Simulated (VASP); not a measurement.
# AlSn (P-6m2) in VASP: a series of runs

Aim: see how the results for AlSn move with the level of theory and the settings. Levels: PBE0, PBEsol-based global hybrid with 25 % exact exchange. Tasks: single point.

Everything below comes from runs of VASP 6.6.1. Logs are shortened: lines on timing, memory, paths and dates and some standing lists are left out, and cuts for length are marked.

## Step 1: The cell of the first run

Symmetry: P-6m2, No. 187, hexagonal system. Conventional cell: a = 4.198 Å, b = 4.198 Å, c = 3.307 Å, α = 90.00°, β = 90.00°, γ = 120.00°. Sn (site symmetry -6m2) has 6 Al at 2.93 Å and 2 Sn at 3.31 Å within 3.9 Å. Within 3.9 Å of Al (site symmetry -6m2) lie 6 Sn at 2.93 Å and 2 Al at 3.31 Å.

## Step 2: Single point, PBE0

File POSCAR:

```
AlSn
1.0
    4.1981056157      0.0000000000      0.0000000000
   -2.0990528078      3.6356661109      0.0000000000
    0.0000000000      0.0000000000      3.3068470000
Sn Al
1 1
Direct
    0.3333333333      0.6666666667      0.5000000000
    0.0000000000      0.0000000000      0.0000000000
```

File INCAR.step1:

```
SYSTEM = AlSn
ALGO     = Normal         ! electronic algorithm
EDIFF    = 1E-5           ! SCF threshold, eV
ENCUT    = 520            ! plane-wave cutoff, eV
GGA      = PE             ! functional
ISIF     = 2              ! what is computed and relaxed
ISMEAR   = -1             ! smearing method
LASPH    = .TRUE.         ! aspherical terms in the spheres
LCHARG   = .FALSE.        ! write CHGCAR
LREAL    = .FALSE.        ! projectors in reciprocal space
LWAVE    = .TRUE.         ! write WAVECAR
NBANDS   = 16             ! bands
NELM     = 60             ! most SCF steps
PREC     = Accurate       ! precision mode
SIGMA    = 0.05           ! smearing width, eV
```

File INCAR.step2:

```
SYSTEM = AlSn
AEXX     = 0.25           ! exact-exchange fraction
ALGO     = Normal         ! electronic algorithm
EDIFF    = 1E-7           ! SCF threshold, eV
ENCUT    = 520            ! plane-wave cutoff, eV
GGA      = PE             ! functional
ISIF     = 2              ! what is computed and relaxed
ISMEAR   = -1             ! smearing method
ISTART   = 1            
LASPH    = .TRUE.         ! aspherical terms in the spheres
LCHARG   = .FALSE.        ! write CHGCAR
LHFCALC  = .TRUE.         ! exact exchange
LREAL    = .FALSE.        ! projectors in reciprocal space
LWAVE    = .FALSE.        ! write WAVECAR
NBANDS   = 16             ! bands
NELM     = 60             ! most SCF steps
PREC     = Accurate       ! precision mode
PRECFOCK = Normal       
SIGMA    = 0.05           ! smearing width, eV
```

File KPOINTS:

```
k-points
0
G
  4 4 4
  0 0 0
```

Potentials or basis: VASP PAW PBE potentials, release 64 (Sn_d, Al).

Launch:

```
$ cat potpaw_PBE.64/Sn_d/POTCAR potpaw_PBE.64/Al/POTCAR > POTCAR
$ cp INCAR.step1 INCAR
$ mpirun -np 1 vasp_std > vasp.out
$ cp INCAR.step2 INCAR
$ mpirun -np 1 vasp_std > vasp.out
```

OUTCAR:

```text
SYSTEM = AlSn
   AEXX = 0.25
   EDIFF = 1E-7
   ENCUT = 520
   GGA = PE
   ISIF = 2
   ISMEAR = -1
   ISTART = 1
   LASPH = .TRUE.
   LHFCALC = .TRUE.
   LREAL = .FALSE.
   NELM = 60
   PREC = Accurate
   PRECFOCK = Normal

 ion  position               nearest neighbor table
   1  0.333  0.667  0.500-   2 2.93   2 2.93   2 2.93   2 2.93   2 2.93   2 2.93
   2  0.000  0.000  0.000-   1 2.93   1 2.93   1 2.93   1 2.93   1 2.93   1 2.93

  LATTYP: Found a hexagonal cell.
 ALAT       =     4.1981056157
 C/A-ratio  =     0.7876998110

  Lattice vectors:

 A1 = (   4.1981056157,   0.0000000000,   0.0000000000)
 A2 = (  -2.0990528078,   3.6356661109,   0.0000000000)
 A3 = (   0.0000000000,   0.0000000000,   3.3068470000)

Analysis of symmetry for initial positions (statically):
=====================================================================
 Subroutine PRICEL returns:
 Original cell was already a primitive cell.

 Routine SETGRP: Setting up the symmetry group for a
 hexagonal supercell.

 Subroutine GETGRP returns: Found 12 space group operations
 (whereof 12 operations were pure point group operations)
 out of a pool of 24 trial point group operations.

The static configuration has the point symmetry D_3h.

Analysis of symmetry for dynamics (positions and initial velocities):
=====================================================================
 Subroutine PRICEL returns:
 Original cell was already a primitive cell.

 Routine SETGRP: Setting up the symmetry group for a
 hexagonal supercell.

 Subroutine GETGRP returns: Found 12 space group operations
 (whereof 12 operations were pure point group operations)
 out of a pool of 24 trial point group operations.

The dynamic configuration has the point symmetry D_3h.

 Subroutine INISYM returns: Found 12 space group operations
 (whereof 12 operations are pure point group operations),
 and found     1 'primitive' translations

----------------------------------------------------------------------------------------

                                     Primitive cell

  volume of cell :      50.4721

  direct lattice vectors                    reciprocal lattice vectors
     4.198105616  0.000000000  0.000000000     0.238202678  0.137526380  0.000000000
    -2.099052808  3.635666111  0.000000000     0.000000000  0.275052760  0.000000000
     0.000000000  0.000000000  3.306847000     0.000000000  0.000000000  0.302402863

  length of vectors
     4.198105616  4.198105616  3.306847000     0.275052760  0.275052760  0.302402863

  position of ions in fractional coordinates (direct lattice)
     0.333333333  0.666666667  0.500000000
     0.000000000  0.000000000  0.000000000

  ion indices of the primitive-cell ions
   primitive index   ion index
                 1           1
                 2           2

----------------------------------------------------------------------------------------

 KPOINTS: k-points

Automatic generation of k-mesh.
 Grid dimensions read from file:
 generate k-points for:    4    4    4

 Generating k-lattice:

  Cartesian coordinates                     Fractional coordinates (reciprocal lattice)
     0.059550669  0.034381595  0.000000000     0.250000000  0.000000000  0.000000000
     0.000000000  0.068763190  0.000000000     0.000000000  0.250000000  0.000000000
     0.000000000  0.000000000  0.075600716     0.000000000  0.000000000  0.250000000

  Length of vectors
     0.068763190  0.068763190  0.075600716

  Shift w.r.t. Gamma in fractional coordinates (k-lattice)
     0.000000000  0.000000000  0.000000000

 Subroutine IBZKPT returns following result:
 ===========================================

 Found     12 irreducible k-points:

 Following reciprocal coordinates:
            Coordinates               Weight
  0.000000  0.000000  0.000000      1.000000
  0.250000  0.000000  0.000000      6.000000
  0.500000  0.000000  0.000000      3.000000
  0.250000  0.250000  0.000000      6.000000
  0.000000  0.000000  0.250000      2.000000
  0.250000  0.000000  0.250000     12.000000
  0.500000  0.000000  0.250000      6.000000
  0.250000  0.250000  0.250000     12.000000
  0.000000  0.000000  0.500000      1.000000
  0.250000  0.000000  0.500000      6.000000
  0.500000  0.000000  0.500000      3.000000
  0.250000  0.250000  0.500000      6.000000
   k-points           NKPTS =     12   k-points in BZ     NKDIM =     64   number of bands    NBANDS=     16
   number of dos      NEDOS =    301   number of ions     NIONS =      2
   total plane-waves  NPLWV =  28672
   dimension x,y,z NGX =    32 NGY =   32 NGZ =   28
   dimension x,y,z NGXF=    64 NGYF=   64 NGZF=   56
   ions per type =               1   1
   NGX,Y,Z   is equivalent  to a cutoff of  12.67, 12.67, 14.08 a.u.
   NGXF,Y,Z  is equivalent  to a cutoff of  25.34, 25.34, 28.15 a.u.
 SYSTEM =  AlSn
   PREC   = accura    normal or accurate (medium, high low for compatibility)
   ISTART =      1    job   : 0-new  1-cont  2-samecut
   ICHARG =      0    charge: 1-file 2-atom 10-const
   ISPIN  =      1    spin polarized calculation?
   LNONCOLLINEAR =      F non collinear calculations
   LSORBIT =      F    spin-orbit coupling
   LASPH  =      T    aspherical Exc in radial PAW
   ENCUT  =  520.0 eV  38.22 Ry    6.18 a.u.   7.81  7.81  6.15*2*pi/ulx,y,z
   NELM   =     60;   NELMIN=  2; NELMDL=  0     # of ELM steps
   EDIFF  = 0.1E-06   stopping-criterion for ELM
   LREAL  =      F    real-space projection
   EDIFFG = 0.1E-05   stopping-criterion for IOM
   NSW    =      0    number of steps for IOM
   IBRION =     -1    ionic relax: 0-MD 1-quasi-New 2-CG
   NFREE  =      0    steps in history (QN), initial steepest desc. (CG)
   ISIF   =      2    stress and relaxation
   ISYM   =      3    0-nonsym 1-usesym 2-fastsym
   POTIM  = 0.5000    time-step for ionic-motion
   TEBEG  =    0.0;   TEEND  =   0.0 temperature during run
   PSTRESS=    0.0 pullay stress
   NELECT =      17.0000    total number of electrons
   NUPDOWN=      -1.0000    fix difference up-down
   EMIN   =  10.00;   EMAX   =-10.00  energy-range for DOS
   EFERMI =   0.00;   METHOD = LEGACY
   ISMEAR =    -1;   SIGMA  =   0.05  broadening in eV -4-tet -1-fermi 0-gaus
   EFERMI_NEDOS =   21; number of points for ismear=-14 and -15
   IALGO  =     38    algorithm
   IMIX   =      1    mixing-type and parameters
     AMIX     =   0.40;   BMIX     =  1.00
     AMIX_MAG =   1.60;   BMIX_MAG =  1.00
  volume/ion in A,a.u.               =      25.24       170.30
  Fermi-wavevector in a.u.,A,eV,Ry     =   1.139044  2.152482 17.652500  1.297422
  Thomas-Fermi vector in A             =   2.275748
   LORBIT       =      0    0 simple, 1 ext, 2 COOP (PROOUT), +10 PAW based schemes
   GGA     = PE    functional components
   LHFCALC =     T    Hartree Fock is set to
   PRECFOCK=normal    Normal, Fast or Accurate (Low or Medium for compatibility)
   ENCUT4O =  -1.0   cutoff for four orbital integrals eV
   NKREDX  =     1    reduce k-point grid by
   NKREDY  =     1    reduce k-point grid by
   NKREDZ  =     1    reduce k-point grid by
   AEXX    =    0.2500 exact exchange contribution
   HFSCREEN=    0.0000 screening length (either q_TF or 0.3 A-1)
   HFSCREENC=   0.0000 screening length for correlation (either q_TF or 0.3 A-1)
   ENCUTFOCK=  -1.0 apply spherical cutoff to Coloumb kernel
   IVDW    =     0    specifies the selected vdW correction
   LEPSILON=     F    determine dielectric tensor
   LRPA    =     F    only Hartree local field effects (RPA)
 non-spin polarized calculation
  energy-cutoff  :      520.00
  volume of cell :       50.47
 maximum number of plane-waves:      1372
 NGX is ok and might be reduce to    32
  NGX = 24; NGY = 24; NGZ = 20

 number of electron      16.9999999 magnetization

 Free energy of the ion-electron system (eV)
  ---------------------------------------------------
  ext. energy  EPLUGINS =         0.00000000
  ---------------------------------------------------
  free energy    TOTEN  =        -8.78005900 eV

  energy without entropy =       -8.77144380  energy(sigma->0) =       -8.77575140

 E-fermi :   5.8516     XC(G=0):  -7.5526

 val. band max:        5.7705931034   @ k =   0.2500   0.0000   0.2500
 cond. band min:       6.4010519673   @ k =   0.0000   0.0000   0.0000
 fundamental gap:      0.6304588640
 Fermi energy:         5.8515910710

 k-point     1 :       0.0000    0.0000    0.0000
  band No.  band energies     occupation
      1     -17.5671      2.00000
      2     -17.4834      2.00000
      3     -17.4834      2.00000
      4     -17.4401      2.00000
      5     -17.4401      2.00000
      6      -5.8465      2.00000
[... 8 lines left out ...]
     15      19.4812      0.00000
     16      20.6177      0.00000

 k-point     2 :       0.2500    0.0000    0.0000
  band No.  band energies     occupation
      1     -17.5629      2.00000
      2     -17.4843      2.00000
      3     -17.4728      2.00000
      4     -17.4438      2.00000
      5     -17.4413      2.00000
      6      -5.1235      2.00000
[... 8 lines left out ...]
     15      16.7901      0.00000
     16      19.0076      0.00000

 k-point     3 :       0.5000    0.0000    0.0000
  band No.  band energies     occupation
      1     -17.5590      2.00000
      2     -17.4852      2.00000
      3     -17.4623      2.00000
      4     -17.4473      2.00000
      5     -17.4424      2.00000
      6      -3.7192      2.00000
[... 8 lines left out ...]
     15      17.7059      0.00000
     16      18.1583      0.00000

 k-point     4 :       0.2500    0.2500    0.0000
  band No.  band energies     occupation
      1     -17.5584      2.00000
      2     -17.4807      2.00000
      3     -17.4674      2.00000
      4     -17.4461      2.00000
      5     -17.4435      2.00000
      6      -3.8515      2.00000
[... 8 lines left out ...]
     15      16.9830      0.00000
     16      17.6743      0.00000

 k-point     5 :       0.0000    0.0000    0.2500
  band No.  band energies     occupation
      1     -17.4790      2.00000
      2     -17.4790      2.00000
      3     -17.4773      2.00000
      4     -17.4739      2.00000
      5     -17.4739      2.00000
      6      -4.8687      2.00000
[... 8 lines left out ...]
     15      15.6071      0.00000
     16      15.9575      0.00000

 k-point     6 :       0.2500    0.0000    0.2500
  band No.  band energies     occupation
      1     -17.4828      2.00000
      2     -17.4789      2.00000
      3     -17.4765      2.00000
      4     -17.4700      2.00000
      5     -17.4679      2.00000
      6      -4.1437      2.00000
[... 8 lines left out ...]
     15      16.3765      0.00000
     16      18.1292      0.00000

 k-point     7 :       0.5000    0.0000    0.2500
  band No.  band energies     occupation
      1     -17.4875      2.00000
      2     -17.4829      2.00000
      3     -17.4778      2.00000
      4     -17.4633      2.00000
      5     -17.4581      2.00000
      6      -2.7468      2.00000
[... 8 lines left out ...]
     15      18.6477      0.00000
     16      19.2783      0.00000

 k-point     8 :       0.2500    0.2500    0.2500
  band No.  band energies     occupation
      1     -17.4848      2.00000
      2     -17.4799      2.00000
      3     -17.4749      2.00000
      4     -17.4692      2.00000
      5     -17.4608      2.00000
      6      -2.8739      2.00000
[... 8 lines left out ...]
     15      19.2973      0.00000
     16      19.6977      0.00000

 k-point     9 :       0.0000    0.0000    0.5000
  band No.  band energies     occupation
      1     -17.5086      2.00000
      2     -17.5086      2.00000
      3     -17.4731      2.00000
      4     -17.4731      2.00000
      5     -17.3873      2.00000
      6      -2.4156      2.00000
[... 8 lines left out ...]
     15      14.1811      0.00000
     16      14.4858      0.00000

 k-point    10 :       0.2500    0.0000    0.5000
  band No.  band energies     occupation
      1     -17.5163      2.00000
      2     -17.5106      2.00000
      3     -17.4744      2.00000
      4     -17.4635      2.00000
      5     -17.3811      2.00000
      6      -1.7108      2.00000
[... 8 lines left out ...]
     15      16.3949      0.00000
     16      16.5944      0.00000

 k-point    11 :       0.5000    0.0000    0.5000
  band No.  band energies     occupation
      1     -17.5239      2.00000
      2     -17.5127      2.00000
      3     -17.4761      2.00000
      4     -17.4539      2.00000
      5     -17.3748      2.00000
      6      -0.3945      2.00000
[... 8 lines left out ...]
     15      20.0256      0.00000
     16      20.7309      0.00000

 k-point    12 :       0.2500    0.2500    0.5000
  band No.  band energies     occupation
      1     -17.5214      2.00000
      2     -17.5152      2.00000
      3     -17.4704      2.00000
      4     -17.4592      2.00000
      5     -17.3753      2.00000
      6      -0.5004      2.00000
[... 8 lines left out ...]
     15      16.0311      0.00000
     16      20.7006      0.00000

------------------------ aborting loop because EDIFF is reached ----------------------------------------

  FORCE on cell =-STRESS in cart. coord.  units (eV):
  Direction    XX          YY          ZZ          XY          YZ          ZX
  --------------------------------------------------------------------------------------
  -------------------------------------------------------------------------------------
  Total       -1.1867162     -1.1867162      2.7134795     -0.0000000     -0.0000000      0.0000000
  in kB      -37.6708995    -37.6708995     86.1361934     -0.0000000     -0.0000000      0.0000000
  external PRESSURE =       3.5981314 kB  Pullay stress =       0.0000000 kB

 VOLUME and BASIS-vectors are now :
 -----------------------------------------------------------------------------
  energy-cutoff  :      520.00
  volume of cell :       50.47
      direct lattice vectors                 reciprocal lattice vectors
     4.198105616  0.000000000  0.000000000     0.238202678  0.137526380  0.000000000
    -2.099052808  3.635666111  0.000000000     0.000000000  0.275052760  0.000000000
     0.000000000  0.000000000  3.306847000     0.000000000  0.000000000  0.302402863

 POSITION                                       TOTAL-FORCE (eV/Angst)
 -----------------------------------------------------------------------------------
     -0.00000      2.42378      1.65342         0.000000     -0.000000      0.000000
      0.00000      0.00000      0.00000        -0.000000      0.000000      0.000000
 -----------------------------------------------------------------------------------
    total drift:                                0.000003     -0.000001      0.000000

  FREE ENERGIE OF THE ION-ELECTRON SYSTEM (eV)
  ---------------------------------------------------
  free  energy   TOTEN  =        -8.7800589980 eV

  energy  without entropy=       -8.7714438017  energy(sigma->0) =       -8.77575140
```

It took 4.5 min on 1 thread of Intel Xeon 6975P-C (Granite Rapids), shared host; peak memory 0.17 GiB.

Results:

- Free energy: -8.7801 eV
- Pressure: 0.4 GPa
- Band gap on the k mesh: zero (an odd number of electrons rules out a gap without spin polarisation)

Stress tensor (GPa, compression positive):
```
-3.77  0.00  0.00
 0.00 -3.77  0.00
 0.00  0.00  8.61
```

Levels at points of the mesh, in eV from the Fermi level:
| k point | band 5 | band 6 | band 7 | band 8 | band 9 | band 10 | band 11 | band 12 |
| --- | --- | --- | --- | --- | --- | --- | --- | --- |
| (0.00, 0.00, 0.00) | -23.29 | -11.70 | 0.55 | 0.55 | 1.95 | 3.80 | 4.40 | 4.40 |
| (0.50, 0.00, 0.00) | -23.29 | -9.57 | -7.13 | -2.01 | 1.69 | 5.83 | 8.10 | 8.72 |
| (0.00, 0.00, 0.50) | -23.24 | -8.27 | -7.05 | 3.96 | 3.96 | 4.99 | 4.99 | 5.23 |
| (0.50, 0.00, 0.50) | -23.23 | -6.25 | -4.69 | -3.45 | -2.44 | 2.25 | 3.56 | 5.09 |

Caveat: the k points lie up to 0.48 Å⁻¹ apart, too coarse for converged energies and pressures of a metal; the PAW data sets were made with another functional, which shifts forces and pressure a little; spin-orbit coupling is left out, which moves the levels of the heavy elements.

## Step 3: Single point, PBEsol-based global hybrid with 25 % exact exchange

POSCAR is that of step 2.

File INCAR.step1:

```
PREC     = Accurate       # precision mode
ENCUT    = 520            # plane-wave cutoff, eV
EDIFF    = 1E-5           # SCF threshold, eV
ISMEAR   = -1             # smearing method
SIGMA    = 0.05           # smearing width, eV
LREAL    = F              # projectors in reciprocal space
LASPH    = T              # aspherical terms in the spheres
NELM     = 60             # most SCF steps
ALGO     = Normal         # electronic algorithm
ISIF     = 2              # what is computed and relaxed
LWAVE    = T              # write WAVECAR
NBANDS   = 16             # bands
GGA      = PE             # functional
```

File INCAR.step2:

```
PREC     = Accurate       # precision mode
ENCUT    = 520            # plane-wave cutoff, eV
EDIFF    = 1E-6           # SCF threshold, eV
ISMEAR   = -1             # smearing method
SIGMA    = 0.05           # smearing width, eV
LREAL    = F              # projectors in reciprocal space
LASPH    = T              # aspherical terms in the spheres
NELM     = 60             # most SCF steps
ALGO     = Normal         # electronic algorithm
ISIF     = 2              # what is computed and relaxed
LWAVE    = F              # write WAVECAR
LCHARG   = T              # write CHGCAR
GGA      = PS             # functional
LHFCALC  = T              # exact exchange
AEXX     = 0.25           # exact-exchange fraction
PRECFOCK = Normal       
LELF     = T              # ELF
LVHAR    = T            
NBANDS   = 16             # bands
ISTART   = 1
```

File KPOINTS:

```
Automatic mesh
0
Gamma
  4 4 4
```

Potentials or basis: VASP PAW PBE potentials, release 64 (Sn_d, Al).

Launch:

```
$ cat potpaw_PBE.64/Sn_d/POTCAR potpaw_PBE.64/Al/POTCAR > POTCAR
$ cp INCAR.step1 INCAR
$ mpirun -np 1 vasp_std > vasp.out
$ cp INCAR.step2 INCAR
$ mpirun -np 1 vasp_std > vasp.out
```

Run time: 3.3 min. Hardware: 1 thread of Intel Xeon 6975P-C (Granite Rapids), shared host; peak memory 0.18 GiB.

The run converged. Its results:

```
Free energy            : -9.2815 eV
Pressure               : -1.0 GPa
Band gap on the k mesh : zero (an odd number of electrons rules out a gap without spin polarisation)
```

Stress tensor (GPa, compression positive):
```
-5.08  0.00  0.00
 0.00 -5.08  0.00
 0.00  0.00  7.14
```

Levels at points of the mesh, in eV from the Fermi level:
```tsv
k point	band 4	band 5	band 6	band 7	band 8	band 9	band 10	band 11	band 12	band 13
(0.00, 0.00, 0.00)	-23.22	-23.22	-11.71	0.55	0.55	1.93	3.79	4.40	4.40	6.53
(0.50, 0.00, 0.00)	-23.23	-23.22	-9.59	-7.13	-2.01	1.66	5.81	8.09	8.73	9.61
(0.00, 0.00, 0.50)	-23.25	-23.17	-8.30	-7.04	3.93	3.93	5.02	5.02	5.22	5.72
(0.50, 0.00, 0.50)	-23.23	-23.15	-6.29	-4.69	-3.45	-2.43	2.23	3.58	5.07	5.31
```

Caveat: the k points lie up to 0.48 Å⁻¹ apart, too coarse for converged energies and pressures of a metal; the PAW data sets were made with another functional, which shifts forces and pressure a little; spin-orbit coupling is left out, which moves the levels of the heavy elements.

The gap in the log of VASP goes by the Fermi energy; the results here count the filled bands.